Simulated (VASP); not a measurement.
# ZrB2 (dpbe) (P6/mmm) in VASP: a series of runs

Runs on ZrB2 (dpbe). Level: PBE. Tasks: single point, relaxation of cell and atoms.

Program: VASP 6.6.1. These are calculated values, not measurements. Logs are shortened: lines on timing, memory, paths and dates and some standing lists are left out, and cuts for length are marked.

## 1. The cell of the first run

Symmetry: P6/mmm, No. 191, hexagonal system. The conventional cell has a = 3.171 Å, b = 3.171 Å, c = 3.543 Å, α = 90.00°, β = 90.00°, γ = 120.00°. Within 3.4 Å of Zr (site symmetry 6/mmm) lie 12 B at 2.55 Å and 6 Zr at 3.17 Å. Within 2.4 Å of B (site symmetry -6m2) lie 3 B at 1.83 Å.

## 2. Single point, PBE

File INCAR:

```
SYSTEM = ZrB2
  ALGO = Normal
  EDIFF = 1E-7
  ENCUT = 520
  GGA = PE
  ISIF = 2
  ISMEAR = -1
  LASPH = .TRUE.
  LCHARG = .FALSE.
  LREAL = .FALSE.
  LWAVE = .FALSE.
  NBANDS = 16
  NELM = 100
  PREC = Accurate
  SIGMA = 0.15
```

File KPOINTS:

```
k-points
0
G
  12 12 12
  0 0 0
```

File POSCAR:

```
ZrB2
1.0
    3.1712994720      0.0000000000      0.0000000000
   -1.5856497360      2.7464259057      0.0000000000
    0.0000000000      0.0000000000      3.5426404756
Zr B
1 2
Direct
    0.0000000000      0.0000000000      0.0000000000
    0.3333333333      0.6666666667      0.5000000000
    0.6666666667      0.3333333333      0.5000000000
```

Potentials or basis: VASP PAW PBE potentials, release 64 (Zr_sv, B).

Command:

```sh
$ cat potpaw_PBE.64/Zr_sv/POTCAR potpaw_PBE.64/B/POTCAR > POTCAR
$ mpirun -np 1 vasp_std > vasp.out
```

OUTCAR:

```text
SYSTEM = ZrB2
   EDIFF = 1E-7
   ENCUT = 520
   GGA = PE
   ISIF = 2
   ISMEAR = -1
   LASPH = .TRUE.
   LREAL = .FALSE.
   NELM = 100
   PREC = Accurate

 ion  position               nearest neighbor table
   1  0.000  0.000  0.000-   2 2.55   3 2.55   2 2.55   3 2.55   2 2.55   2 2.55   3 2.55   3 2.55
                             3 2.55   3 2.55   2 2.55   2 2.55
   2  0.333  0.667  0.500-   3 1.83   3 1.83   3 1.83   1 2.55   1 2.55   1 2.55   1 2.55   1 2.55
                             1 2.55
   3  0.667  0.333  0.500-   2 1.83   2 1.83   2 1.83   1 2.55   1 2.55   1 2.55   1 2.55   1 2.55
                             1 2.55

  LATTYP: Found a hexagonal cell.
 ALAT       =     3.1712994720
 C/A-ratio  =     1.1170942722

  Lattice vectors:

 A1 = (   3.1712994720,   0.0000000000,   0.0000000000)
 A2 = (  -1.5856497360,   2.7464259057,   0.0000000000)
 A3 = (   0.0000000000,   0.0000000000,   3.5426404756)

Analysis of symmetry for initial positions (statically):
=====================================================================
 Subroutine PRICEL returns:
 Original cell was already a primitive cell.

 Routine SETGRP: Setting up the symmetry group for a
 hexagonal supercell.

 Subroutine GETGRP returns: Found 24 space group operations
 (whereof 24 operations were pure point group operations)
 out of a pool of 24 trial point group operations.

The static configuration has the point symmetry D_6h.

Analysis of symmetry for dynamics (positions and initial velocities):
=====================================================================
 Subroutine PRICEL returns:
 Original cell was already a primitive cell.

 Routine SETGRP: Setting up the symmetry group for a
 hexagonal supercell.

 Subroutine GETGRP returns: Found 24 space group operations
 (whereof 24 operations were pure point group operations)
 out of a pool of 24 trial point group operations.

The dynamic configuration has the point symmetry D_6h.

 Subroutine INISYM returns: Found 24 space group operations
 (whereof 24 operations are pure point group operations),
 and found     1 'primitive' translations

----------------------------------------------------------------------------------------

                                     Primitive cell

  volume of cell :      30.8555

  direct lattice vectors                    reciprocal lattice vectors
     3.171299472  0.000000000  0.000000000     0.315328151  0.182054793  0.000000000
    -1.585649736  2.746425906  0.000000000     0.000000000  0.364109586  0.000000000
     0.000000000  0.000000000  3.542640476     0.000000000  0.000000000  0.282275327

  length of vectors
     3.171299472  3.171299472  3.542640476     0.364109586  0.364109586  0.282275327

  position of ions in fractional coordinates (direct lattice)
     0.000000000  0.000000000  0.000000000
     0.333333333  0.666666667  0.500000000
     0.666666667  0.333333333  0.500000000

  ion indices of the primitive-cell ions
   primitive index   ion index
                 1           1
                 2           2
                 3           3

----------------------------------------------------------------------------------------

 KPOINTS: k-points

Automatic generation of k-mesh.
 Grid dimensions read from file:
 generate k-points for:   12   12   12

 Generating k-lattice:

  Cartesian coordinates                     Fractional coordinates (reciprocal lattice)
     0.026277346  0.015171233  0.000000000     0.083333333  0.000000000  0.000000000
     0.000000000  0.030342466  0.000000000     0.000000000  0.083333333  0.000000000
     0.000000000  0.000000000  0.023522944     0.000000000  0.000000000  0.083333333

  Length of vectors
     0.030342466  0.030342466  0.023522944

  Shift w.r.t. Gamma in fractional coordinates (k-lattice)
     0.000000000  0.000000000  0.000000000

 Subroutine IBZKPT returns following result:
 ===========================================

 Found    133 irreducible k-points:

 Following reciprocal coordinates:
            Coordinates               Weight
  0.000000  0.000000  0.000000      1.000000
  0.083333  0.000000  0.000000      6.000000
  0.166667  0.000000  0.000000      6.000000
  0.250000  0.000000  0.000000      6.000000
  0.333333  0.000000  0.000000      6.000000
  0.416667  0.000000  0.000000      6.000000
[... 16 lines left out ...]
  0.250000  0.000000  0.083333     12.000000
  0.333333  0.000000  0.083333     12.000000
 [... further k-points ...]
   k-points           NKPTS =    133   k-points in BZ     NKDIM =    133   number of bands    NBANDS=     16
   number of dos      NEDOS =    301   number of ions     NIONS =      3
   total plane-waves  NPLWV =  16128
   dimension x,y,z NGX =    24 NGY =   24 NGZ =   28
   dimension x,y,z NGXF=    48 NGYF=   48 NGZF=   56
   ions per type =               1   2
   NGX,Y,Z   is equivalent  to a cutoff of  12.58, 12.58, 13.14 a.u.
   NGXF,Y,Z  is equivalent  to a cutoff of  25.16, 25.16, 26.28 a.u.
 SYSTEM =  ZrB2
   PREC   = accura    normal or accurate (medium, high low for compatibility)
   ISTART =      0    job   : 0-new  1-cont  2-samecut
   ICHARG =      2    charge: 1-file 2-atom 10-const
   ISPIN  =      1    spin polarized calculation?
   LNONCOLLINEAR =      F non collinear calculations
   LSORBIT =      F    spin-orbit coupling
   LASPH  =      T    aspherical Exc in radial PAW
   ENCUT  =  520.0 eV  38.22 Ry    6.18 a.u.   5.90  5.90  6.59*2*pi/ulx,y,z
   NELM   =    100;   NELMIN=  2; NELMDL= -5     # of ELM steps
   EDIFF  = 0.1E-06   stopping-criterion for ELM
   LREAL  =      F    real-space projection
   EDIFFG = 0.1E-05   stopping-criterion for IOM
   NSW    =      0    number of steps for IOM
   IBRION =     -1    ionic relax: 0-MD 1-quasi-New 2-CG
   NFREE  =      0    steps in history (QN), initial steepest desc. (CG)
   ISIF   =      2    stress and relaxation
   ISYM   =      2    0-nonsym 1-usesym 2-fastsym
   POTIM  = 0.5000    time-step for ionic-motion
   TEBEG  =    0.0;   TEEND  =   0.0 temperature during run
   PSTRESS=    0.0 pullay stress
   NELECT =      18.0000    total number of electrons
   NUPDOWN=      -1.0000    fix difference up-down
   EMIN   =  10.00;   EMAX   =-10.00  energy-range for DOS
   EFERMI =   0.00;   METHOD = LEGACY
   ISMEAR =    -1;   SIGMA  =   0.15  broadening in eV -4-tet -1-fermi 0-gaus
   EFERMI_NEDOS =   21; number of points for ismear=-14 and -15
   IALGO  =     38    algorithm
   IMIX   =      4    mixing-type and parameters
     AMIX     =   0.40;   BMIX     =  1.00
     AMIX_MAG =   1.60;   BMIX_MAG =  1.00
  volume/ion in A,a.u.               =      10.29        69.41
  Fermi-wavevector in a.u.,A,eV,Ry     =   1.367902  2.584960 25.458614  1.871155
  Thomas-Fermi vector in A             =   2.493913
   LORBIT       =      0    0 simple, 1 ext, 2 COOP (PROOUT), +10 PAW based schemes
   GGA     = PE    functional components
[... 5 lines left out ...]
 non-spin polarized calculation
  energy-cutoff  :      520.00
  volume of cell :       30.86
 maximum number of plane-waves:       852
 NGX is ok and might be reduce to    24
   NGX = 11   NGY = 11   NGZ = 13

 number of electron      18.0000000 magnetization

 Free energy of the ion-electron system (eV)
  ---------------------------------------------------
  ext. energy  EPLUGINS =         0.00000000
  ---------------------------------------------------
  free energy    TOTEN  =       -24.99014653 eV

  energy without entropy =      -24.97060332  energy(sigma->0) =      -24.98037492

 E-fermi :  10.4880     XC(G=0): -12.4262

 val. band max:       10.4215601882   @ k =   0.0833   0.0833   0.3333
 cond. band min:      10.5470388683   @ k =   0.0000   0.0000   0.2500
 fundamental gap:      0.1254786801
 Fermi energy:        10.4880412306

 k-point     1 :       0.0000    0.0000    0.0000
  band No.  band energies     occupation
      1     -38.1609      2.00000
      2     -16.3466      2.00000
      3     -15.7944      2.00000
      4     -15.7944      2.00000
      5      -2.2292      2.00000
      6       7.8792      2.00000
[... 8 lines left out ...]
     15      15.6340      0.00000
     16      15.6340      0.00000

 k-point     2 :       0.0833    0.0000    0.0000
  band No.  band energies     occupation
      1     -38.1533      2.00000
      2     -16.3352      2.00000
      3     -15.8614      2.00000
      4     -15.8089      2.00000
      5      -2.0905      2.00000
      6       7.4702      2.00000
[... 8 lines left out ...]
     15      16.1580      0.00000
     16      16.5265      0.00000

 k-point     3 :       0.1667    0.0000    0.0000
  band No.  band energies     occupation
      1     -38.1323      2.00000
      2     -16.3040      2.00000
      3     -16.0406      2.00000
      4     -15.8483      2.00000
      5      -1.6904      2.00000
      6       6.5023      2.00000
[... 8 lines left out ...]
     15      17.2426      0.00000
     16      17.3884      0.00000

 k-point     4 :       0.2500    0.0000    0.0000
  band No.  band energies     occupation
      1     -38.1036      2.00000
      2     -16.2769      2.00000
      3     -16.2609      2.00000
      4     -15.9016      2.00000
      5      -1.0669      2.00000
      6       5.3282      2.00000
[... 8 lines left out ...]
     15      17.5933      0.00000
     16      19.2395      0.00000
[... 324 lines left out ...]
 k-point    22 :       0.1667    0.0000    0.0833
  band No.  band energies     occupation
      1     -38.1311      2.00000
      2     -16.3276      2.00000
      3     -16.0380      2.00000
      4     -15.8465      2.00000
      5      -1.6022      2.00000
      6       6.4999      2.00000
[... 8 lines left out ...]
     15      17.2587      0.00000
     16      17.7830      0.00000

 k-point    23 :       0.2500    0.0000    0.0833
  band No.  band energies     occupation
      1     -38.1024      2.00000
      2     -16.2883      2.00000
      3     -16.2687      2.00000
      4     -15.8996      2.00000
      5      -0.9955      2.00000
      6       5.2957      2.00000
[... 8 lines left out ...]
     15      17.6459      0.00000
     16      19.3047      0.00000

 k-point    24 :       0.3333    0.0000    0.0833
  band No.  band energies     occupation
      1     -38.0734      2.00000
      2     -16.5011      2.00000
      3     -16.2382      2.00000
      4     -15.9520      2.00000
      5      -0.2142      2.00000
      6       4.0654      2.00000
[... 8 lines left out ...]
     15      18.3194      0.00000
     16      20.7870      0.00000

 [... further k-points ...]
[... 5 lines left out ...]
  --------------------------------------------------------------------------------------
  -------------------------------------------------------------------------------------
  Total        0.0225830      0.0225830      0.0278813      0.0000000     -0.0000000      0.0000000
  in kB        1.1726284      1.1726284      1.4477444      0.0000000     -0.0000000      0.0000000
  external PRESSURE =       1.2643337 kB  Pullay stress =       0.0000000 kB

 VOLUME and BASIS-vectors are now :
 -----------------------------------------------------------------------------
  energy-cutoff  :      520.00
  volume of cell :       30.86
      direct lattice vectors                 reciprocal lattice vectors
     3.171299472  0.000000000  0.000000000     0.315328151  0.182054793  0.000000000
    -1.585649736  2.746425906  0.000000000     0.000000000  0.364109586  0.000000000
     0.000000000  0.000000000  3.542640476     0.000000000  0.000000000  0.282275327

 POSITION                                       TOTAL-FORCE (eV/Angst)
 -----------------------------------------------------------------------------------
      0.00000      0.00000      0.00000        -0.000000      0.000000      0.000000
     -0.00000      1.83095      1.77132        -0.000000      0.000000      0.000000
      1.58565      0.91548      1.77132         0.000000     -0.000000      0.000000
 -----------------------------------------------------------------------------------
    total drift:                               -0.000000      0.000000      0.000000

  FREE ENERGIE OF THE ION-ELECTRON SYSTEM (eV)
  ---------------------------------------------------
  free  energy   TOTEN  =       -24.9901465304 eV

  energy  without entropy=      -24.9706033191  energy(sigma->0) =      -24.98037492
```

Run time: 30 s. Hardware: 1 thread of Intel Xeon Platinum 8488C (Sapphire Rapids), shared host; peak memory 0.19 GiB.

Results:

```
Free energy            : -24.9901 eV
Pressure               : 0.1 GPa
Band gap on the k mesh : zero (band 9 reaches 11.27 eV, above the bottom of band 10 at 9.94 eV)
```

[end of part 1 of 2]
